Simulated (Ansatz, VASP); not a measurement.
# Two plane-wave programs on TaSi2

```
CELL_PARAMETERS angstrom
4.76099 0.00000 0.00000
-2.38050 4.12314 0.00000
0.00000 0.00000 6.55614
ATOMIC_POSITIONS crystal
Ta 0.49588 0.00000 0.00039
Ta 0.50412 0.50412 0.66706
Ta 0.00000 0.49588 0.33373
Si 0.15928 0.31857 0.02589
Si 0.84495 0.16352 0.63823
Si 0.68143 0.84072 0.35923
Si 0.83648 0.68143 0.97157
Si 0.15928 0.84072 0.69256
Si 0.31857 0.15505 0.30490
```

Change from the starting cell: mode 24 (375.6 1/cm) frozen in, largest displacement +0.188 Å.

Alike in both runs: task single point; functional PBEsol; k mesh 12 × 12 × 6; occupations gaussian, width 0.15 eV; no spin polarisation.

|  | VASP | Ansatz |
| --- | --- | --- |
| version | VASP 6.6.1 | Ansatz 0.2.0 |
| potentials or method | VASP PAW PBE potentials, release 64 (Ta_pv, Si), cutoff 520 eV | scalar-relativistic, plane waves, PAW |
| valence electrons in the cell | 57 | 63 |

```csv
,VASP,Ansatz,Ansatz less VASP
gap on the k mesh at the Fermi level (eV),none,none,-
pressure (GPa),6.0,5.7,-0.34
"traceless stress, the component that is largest in VASP (GPa)",7.57,7.50,-0.071
rms of the force components (eV/Å),1.594,1.585,-0.0089
```

VASP's potentials were made for PBE, not for PBEsol. Atom by atom the forces differ by 0.009 eV/Å (rms over components). A gap of «none» marks a metal or a gap that the smearing closes. VASP's potentials hold 57 valence electrons a cell and Ansatz's 63, so a difference there can come from the potentials and not from the codes.

Spin-orbit coupling is off throughout.
